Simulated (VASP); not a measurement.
# Cu (Cmcm) in VASP: further runs, part 2 of 2

VASP 6.6.1.

### 3 Single point, r2SCAN

This run uses another cell than the first one, of 12.89 Å³/atom, 1.024 times its volume.

Input file POSCAR:

```
Cu
1.0
    1.2481942868     -4.0734008568      0.0000000000
    1.2481942868      4.0734008568      0.0000000000
    0.0000000000      0.0000000000      2.5358976253
Cu
2
Direct
    0.1338670000      0.8661330000      0.2500000000
    0.8661330000      0.1338670000      0.7500000000
```

Input file INCAR.step1:

```
  PREC = Accurate
  ENCUT = 520
  ISMEAR = 1
  SIGMA = 0.02
  LREAL = False
  LASPH = True
  NELM = 60
  NBANDS = 18
  GGA = PE
  ALGO = Normal
  EDIFF = 1E-4
  LWAVE = True
  LCHARG = False
```

Input file INCAR.step2:

```
  PREC = Accurate
  ENCUT = 520
  EDIFF = 1E-6
  ISMEAR = 1
  SIGMA = 0.02
  LREAL = False
  LASPH = True
  NELM = 60
  ALGO = Normal
  ISIF = 2
  LWAVE = False
  LCHARG = False
  METAGGA = R2SCAN
  LMIXTAU = True
  NBANDS = 18
  ISTART = 1
```

Input file KPOINTS:

```
regular mesh
0
Gamma
  12 12 12
```

Potentials or basis: VASP PAW PBE potentials, release 64 (Cu).

Command:

```console
$ cat potpaw_PBE.64/Cu/POTCAR > POTCAR
$ cp INCAR.step1 INCAR
$ mpirun -np 1 vasp_std > vasp.out
$ cp INCAR.step2 INCAR
$ mpirun -np 1 vasp_std > vasp.out
```

OUTCAR:

```text
PREC = Accurate
   ENCUT = 520
   EDIFF = 1E-6
   ISMEAR = 1
   LREAL = False
   LASPH = True
   NELM = 60
   ISIF = 2
   METAGGA = R2SCAN
   ISTART = 1

 ion  position               nearest neighbor table
   1  0.134  0.866  0.250-   2 2.52   2 2.52   2 2.60   2 2.60   2 2.60   2 2.60
   2  0.866  0.134  0.750-   1 2.52   1 2.52   1 2.60   1 2.60   1 2.60   1 2.60

  LATTYP: Found a base centered orthorhombic cell.
 ALAT       =     2.4963885736
 B/A-ratio  =     3.2634349475
 C/A-ratio  =     1.0158264832

  Lattice vectors:

 A1 = (   1.2481942868,  -4.0734008568,   0.0000000000)
 A2 = (   1.2481942868,   4.0734008568,   0.0000000000)
 A3 = (   0.0000000000,   0.0000000000,   2.5358976253)

Analysis of symmetry for initial positions (statically):
=====================================================================
 Subroutine PRICEL returns:
 Original cell was already a primitive cell.

 Routine SETGRP: Setting up the symmetry group for a
 base centered orthorhombic supercell.

 Subroutine GETGRP returns: Found  8 space group operations
 (whereof  4 operations were pure point group operations)
 out of a pool of  8 trial point group operations.

The static configuration has the point symmetry C_2h.
 The point group associated with its full space group is D_2h.

Analysis of symmetry for dynamics (positions and initial velocities):
=====================================================================
 Subroutine PRICEL returns:
 Original cell was already a primitive cell.

 Routine SETGRP: Setting up the symmetry group for a
 base centered orthorhombic supercell.

 Subroutine GETGRP returns: Found  8 space group operations
 (whereof  4 operations were pure point group operations)
 out of a pool of  8 trial point group operations.

The dynamic configuration has the point symmetry C_2h.
 The point group associated with its full space group is D_2h.

 Subroutine INISYM returns: Found  8 space group operations
 (whereof  4 operations are pure point group operations),
 and found     1 'primitive' translations

----------------------------------------------------------------------------------------

                                     Primitive cell

  volume of cell :      25.7870

  direct lattice vectors                    reciprocal lattice vectors
     1.248194287 -4.073400857  0.000000000     0.400578664 -0.122747556  0.000000000
     1.248194287  4.073400857  0.000000000     0.400578664  0.122747556  0.000000000
     0.000000000  0.000000000  2.535897625     0.000000000  0.000000000  0.394337685

  length of vectors
     4.260350164  4.260350164  2.535897625     0.418963278  0.418963278  0.394337685

  position of ions in fractional coordinates (direct lattice)
     0.133867000  0.866133000  0.250000000
     0.866133000  0.133867000  0.750000000

  ion indices of the primitive-cell ions
   primitive index   ion index
                 1           1
                 2           2

----------------------------------------------------------------------------------------

 KPOINTS: regular mesh

Automatic generation of k-mesh.
 Grid dimensions read from file:
 generate k-points for:   12   12   12

 Generating k-lattice:

  Cartesian coordinates                     Fractional coordinates (reciprocal lattice)
     0.033381555 -0.010228963  0.000000000     0.083333333  0.000000000  0.000000000
     0.033381555  0.010228963  0.000000000     0.000000000  0.083333333  0.000000000
     0.000000000  0.000000000  0.032861474     0.000000000  0.000000000  0.083333333

  Length of vectors
     0.034913607  0.034913607  0.032861474

  Shift w.r.t. Gamma in fractional coordinates (k-lattice)
     0.000000000  0.000000000  0.000000000

 Subroutine IBZKPT returns following result:
 ===========================================

 Found    301 irreducible k-points:

 Following reciprocal coordinates:
            Coordinates               Weight
  0.000000  0.000000  0.000000      1.000000
  0.083333  0.000000  0.000000      4.000000
  0.166667  0.000000  0.000000      4.000000
  0.250000  0.000000  0.000000      4.000000
  0.333333  0.000000  0.000000      4.000000
  0.416667  0.000000  0.000000      4.000000
[... 16 lines left out ...]
  0.500000  0.166667  0.000000      4.000000
 -0.416667  0.166667  0.000000      4.000000
 [... further k-points ...]
   k-points           NKPTS =    301   k-points in BZ     NKDIM =    301   number of bands    NBANDS=     18
   number of dos      NEDOS =    301   number of ions     NIONS =      2
   total plane-waves  NPLWV =  20480
   dimension x,y,z NGX =    32 NGY =   32 NGZ =   20
   dimension x,y,z NGXF=    64 NGYF=   64 NGZF=   40
   ions per type =               2
   NGX,Y,Z   is equivalent  to a cutoff of  12.49, 12.49, 13.11 a.u.
   NGXF,Y,Z  is equivalent  to a cutoff of  24.97, 24.97, 26.22 a.u.
 SYSTEM =  unknown system
   PREC   = accura    normal or accurate (medium, high low for compatibility)
   ISTART =      1    job   : 0-new  1-cont  2-samecut
   ICHARG =      0    charge: 1-file 2-atom 10-const
   ISPIN  =      1    spin polarized calculation?
   LNONCOLLINEAR =      F non collinear calculations
   LSORBIT =      F    spin-orbit coupling
   LASPH  =      T    aspherical Exc in radial PAW
   ENCUT  =  520.0 eV  38.22 Ry    6.18 a.u.   7.92  7.92  4.72*2*pi/ulx,y,z
   NELM   =     60;   NELMIN=  2; NELMDL=  0     # of ELM steps
   EDIFF  = 0.1E-05   stopping-criterion for ELM
   LREAL  =      F    real-space projection
   EDIFFG = 0.1E-04   stopping-criterion for IOM
   NSW    =      0    number of steps for IOM
   IBRION =     -1    ionic relax: 0-MD 1-quasi-New 2-CG
   NFREE  =      0    steps in history (QN), initial steepest desc. (CG)
   ISIF   =      2    stress and relaxation
   ISYM   =      2    0-nonsym 1-usesym 2-fastsym
   POTIM  = 0.5000    time-step for ionic-motion
   TEBEG  =    0.0;   TEEND  =   0.0 temperature during run
   PSTRESS=    0.0 pullay stress
   NELECT =      22.0000    total number of electrons
   NUPDOWN=      -1.0000    fix difference up-down
   EMIN   =  10.00;   EMAX   =-10.00  energy-range for DOS
   EFERMI =   0.00;   METHOD = LEGACY
   ISMEAR =     1;   SIGMA  =   0.02  broadening in eV -4-tet -1-fermi 0-gaus
   EFERMI_NEDOS =   21; number of points for ismear=-14 and -15
   IALGO  =     38    algorithm
   IMIX   =      4    mixing-type and parameters
     AMIX     =   0.40;   BMIX     =  1.00
     AMIX_MAG =   1.60;   BMIX_MAG =  1.00
  volume/ion in A,a.u.               =      12.89        87.01
  Fermi-wavevector in a.u.,A,eV,Ry     =   1.552680  2.934140 32.801144  2.410816
  Thomas-Fermi vector in A             =   2.657021
   LORBIT       =      0    0 simple, 1 ext, 2 COOP (PROOUT), +10 PAW based schemes
   METAGGA = R2SCAN    functional components
   LHFCALC =     F    Hartree Fock is set to
   AEXX    =    0.0000 exact exchange contribution
   IVDW    =     0    specifies the selected vdW correction
   LEPSILON=     F    determine dielectric tensor
   LRPA    =     F    only Hartree local field effects (RPA)
 non-spin polarized calculation
 Methfessel and Paxton  Order N= 1 SIGMA  =   0.02
  energy-cutoff  :      520.00
  volume of cell :       25.79
 maximum number of plane-waves:       715
   NGX = 15   NGY = 15   NGZ =  9

 number of electron      21.9999976 magnetization

 Free energy of the ion-electron system (eV)
  ---------------------------------------------------
  ext. energy  EPLUGINS =         0.00000000
  ---------------------------------------------------
  free energy    TOTEN  =       -21.29928456 eV

  energy without entropy =      -21.29930763  energy(sigma->0) =      -21.29929225

 E-fermi :   6.3954     XC(G=0): -13.0966

 val. band max:        6.3737931018   @ k =   0.2500   0.1667   0.3333
 cond. band min:       6.4025246639   @ k =  -0.1667   0.0833   0.5000
 fundamental gap:      0.0287315621
 Fermi energy:         6.3953552004

 k-point     1 :       0.0000    0.0000    0.0000
  band No.  band energies     occupation
      1      -2.6103      2.00000
      2       1.6552      2.00000
      3       2.3669      2.00000
      4       2.8054      2.00000
      5       3.4557      2.00000
      6       3.6843      2.00000
[... 10 lines left out ...]
     17      25.7560      0.00000
     18      27.9003      0.00000
[... 463 lines left out ...]
 k-point    24 :      -0.4167    0.1667    0.0000
  band No.  band energies     occupation
      1      -0.3362      2.00000
      2       1.8690      2.00000
      3       2.7162      2.00000
      4       2.9309      2.00000
      5       3.3342      2.00000
      6       3.7371      2.00000
[... 10 lines left out ...]
     17      26.8531      0.00000
     18      27.6925      0.00000

 [... further k-points ...]
[... 5 lines left out ...]
  --------------------------------------------------------------------------------------
  -------------------------------------------------------------------------------------
  Total       -1.2491070     -1.5051590     -1.2675748      0.0000000      0.0000000      0.0000000
  in kB      -77.6084814    -93.5172861    -78.7559032      0.0000000      0.0000000      0.0000000
  external PRESSURE =     -83.2938902 kB  Pullay stress =       0.0000000 kB

 VOLUME and BASIS-vectors are now :
 -----------------------------------------------------------------------------
  energy-cutoff  :      520.00
  volume of cell :       25.79
      direct lattice vectors                 reciprocal lattice vectors
     1.248194287 -4.073400857  0.000000000     0.400578664 -0.122747556  0.000000000
     1.248194287  4.073400857  0.000000000     0.400578664  0.122747556  0.000000000
     0.000000000  0.000000000  2.535897625     0.000000000  0.000000000  0.394337685

 POSITION                                       TOTAL-FORCE (eV/Angst)
 -----------------------------------------------------------------------------------
      1.24819      2.98281      0.63397         0.000000     -0.091671      0.000000
      1.24819     -2.98281      1.90192         0.000000      0.091671     -0.000000
 -----------------------------------------------------------------------------------
    total drift:                                0.000000     -0.000000      0.000000

  FREE ENERGIE OF THE ION-ELECTRON SYSTEM (eV)
  ---------------------------------------------------
  free  energy   TOTEN  =       -21.2992845650 eV

  energy  without entropy=      -21.2993076308  energy(sigma->0) =      -21.29929225
```

OUTCAR.step1:

```text
PREC = Accurate
   ENCUT = 520
   ISMEAR = 1
   LREAL = False
   LASPH = True
[... 729 lines left out ...]
      1.24819      2.98281      0.63397         0.000000     -0.045555     -0.000000
      1.24819     -2.98281      1.90192         0.000000      0.045555      0.000000
 -----------------------------------------------------------------------------------
    total drift:                                0.000000     -0.000000      0.000000

  FREE ENERGIE OF THE ION-ELECTRON SYSTEM (eV)
  ---------------------------------------------------
  free  energy   TOTEN  =        -7.1688748422 eV

  energy  without entropy=       -7.1688792773  energy(sigma->0) =       -7.16887632
```

Run time: 4 min. Hardware: 1 thread of Intel Xeon 6975P-C (Granite Rapids), shared host; peak memory 0.24 GiB.

What came out:

* Free energy: -21.2993 eV
* Pressure: -8.3 GPa
* Largest force: 0.092 eV/Å
* Band gap on the k mesh: zero (band 11 reaches 10.36 eV, above the bottom of band 12 at 4.68 eV)

Forces in eV/Å, atoms in the order of the input:
```
Cu   0.000 -0.092  0.000
Cu   0.000  0.092  0.000
```

Stress tensor (GPa, compression positive):
```
-7.76  0.00  0.00
 0.00 -9.35  0.00
 0.00  0.00 -7.88
```

Levels at points of the mesh, in eV from the Fermi level:
```tsv
k point	band 9	band 10	band 11	band 12	band 13	band 14
(0.00, 0.00, 0.00)	-1.89	-1.77	-1.51	0.10	4.64	14.83
(0.50, 0.00, 0.00)	-2.14	-1.70	-0.50	1.18	2.57	6.74
(0.50, 0.50, 0.00)	-2.27	-1.98	-1.68	-1.61	13.59	15.16
(0.00, 0.00, 0.50)	-1.78	-1.78	-0.08	-0.08	8.16	8.16
(0.50, 0.00, 0.50)	-1.34	-1.34	3.77	3.77	7.43	7.43
(0.50, 0.50, 0.50)	-1.60	-1.60	-0.79	-0.79	3.55	3.55
```

Caveat: the PAW data sets were made with another functional, which shifts forces and pressure a little.

### 4 Single point, r2SCAN

This run uses another cell than the first one, of 13.19 Å³/atom, 1.048 times its volume.

Input file POSCAR:

```
Cu
1.0
    1.2577961586     -4.1047359409      0.0000000000
    1.2577961586      4.1047359409      0.0000000000
    0.0000000000      0.0000000000      2.5554052967
Cu
2
Direct
    0.1338670000      0.8661330000      0.2500000000
    0.8661330000      0.1338670000      0.7500000000
```

Input file INCAR.step1:

```
PREC = Accurate
ENCUT = 520
ISMEAR = 1
SIGMA = 0.02
LREAL = False
LASPH = True
NELM = 60
NBANDS = 18
GGA = PE
ALGO = Normal
EDIFF = 1E-4
LWAVE = True
LCHARG = False
```

Input file INCAR.step2:

```
PREC = Accurate
ENCUT = 520
EDIFF = 1E-6
ISMEAR = 1
SIGMA = 0.02
LREAL = False
LASPH = True
NELM = 60
ALGO = Normal
ISIF = 2
LWAVE = False
LCHARG = True
METAGGA = R2SCAN
LMIXTAU = True
LELF = True
LVHAR = True
NBANDS = 18
ISTART = 1
```

Input file KPOINTS:

```
Automatic mesh
0
Gamma
  12 12 12
```

Command:

```console
$ cat potpaw_PBE.64/Cu/POTCAR > POTCAR
$ cp INCAR.step1 INCAR
$ mpirun -np 1 vasp_std > vasp.out
$ cp INCAR.step2 INCAR
$ mpirun -np 1 vasp_std > vasp.out
```

Run time: 3.9 min. Hardware: 1 thread of Intel Xeon 6975P-C (Granite Rapids), shared host; peak memory 0.24 GiB.

The run converged. Its results:

```yaml
Free_energy: -21.2645 eV
Pressure: -10.5 GPa
Largest_force: 0.117 eV/Å
Band_gap_on_the_k_mesh: zero (band 11 reaches 10.06 eV, above the bottom of band 12 at 4.44 eV)
```

Forces on the atoms (eV/Å):
```
Cu   0.000 -0.117  0.000
Cu   0.000  0.117  0.000
```

Stress tensor (GPa, compression positive):
```
 -9.80   0.00   0.00
  0.00 -11.54   0.00
  0.00   0.00 -10.05
```

Levels at points of the mesh, in eV from the Fermi level:
| k point | band 9 | band 10 | band 11 | band 12 | band 13 | band 14 |
| --- | --- | --- | --- | --- | --- | --- |
| (0.00, 0.00, 0.00) | -1.86 | -1.74 | -1.49 | 0.16 | 4.53 | 14.64 |
| (0.50, 0.00, 0.00) | -2.10 | -1.68 | -0.48 | 1.15 | 2.55 | 6.61 |
| (0.50, 0.50, 0.00) | -2.23 | -1.94 | -1.66 | -1.59 | 13.40 | 14.94 |
| (0.00, 0.00, 0.50) | -1.75 | -1.75 | -0.09 | -0.09 | 8.05 | 8.05 |
| (0.50, 0.00, 0.50) | -1.33 | -1.33 | 3.74 | 3.74 | 7.32 | 7.32 |
| (0.50, 0.50, 0.50) | -1.58 | -1.58 | -0.72 | -0.72 | 3.45 | 3.45 |

Caveat: the PAW data sets were made with another functional, which shifts forces and pressure a little.

### 5 Overview

| cell | gap on the mesh (eV) | pressure (GPa) | largest force (eV/Å) |
| --- | --- | --- | --- |
| a = 4.227, b = 4.227, c = 2.516 Å, angles 90.0, 90.0, 145.9°, 2 atoms | none | -5.6 | 0.06 |
| a = 4.260, b = 4.260, c = 2.536 Å, angles 90.0, 90.0, 145.9°, 2 atoms | none | -8.3 | 0.09 |
| a = 4.293, b = 4.293, c = 2.555 Å, angles 90.0, 90.0, 145.9°, 2 atoms | none | -10.5 | 0.12 |

Alike in all rows: task single point; level r2SCAN; potentials or basis VASP PAW PBE potentials, release 64 (Cu); no spin polarisation; k mesh 12 × 12 × 12; cutoff (eV) 520; smearing methfessel-paxton 0.02 eV.

Caveats: the PAW data sets were made with another functional, which shifts forces and pressure a little.

Absolute energies hang on the potentials; compare differences alone.
